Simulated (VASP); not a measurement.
A run of VASP 6.6.1 is set up as follows.

Contents of INCAR:

```
SYSTEM = Ti
ALGO = Normal
EDIFF = 1E-8
ENCUT = 400
GGA = CA
GGA_COMPAT = .FALSE.
ISIF = 2
ISMEAR = -1
LASPH = .TRUE.
LCHARG = .FALSE.
LEFG = .TRUE.
LREAL = .FALSE.
LWAVE = .FALSE.
NBANDS = 12
NELM = 120
PREC = Accurate
SIGMA = 0.05
```

File KPOINTS:

```
k-points
0
G
  15 15 15
  0 0 0
```

POSCAR

```
Ti
1.0
    0.0000000000      2.0300000000      1.9691000000
    2.0300000000      0.0000000000      1.9691000000
    2.0300000000      2.0300000000      0.0000000000
Ti
1
Direct
    0.0000000000      0.0000000000      0.0000000000
```

Potentials or basis: VASP PAW LDA potentials, release 64 (Ti_sv).

Run with:

```console
$ cat potpaw_LDA.64/Ti_sv/POTCAR > POTCAR
$ mpirun -np 1 vasp_std > vasp.out
```

(1) Estimate the band gap on the k mesh.

(2) What does it give for the pressure?

Results:

(1) zero (bands 6 and 7 overlap by 1.23 eV).

(2) -2.4 GPa.

Caveat: the cell differs from its parent crystal (zz strain of -3 %); without QUAD_EFG the Cq values of the log hold for a quadrupole moment of 1 mb, not for the nuclei.
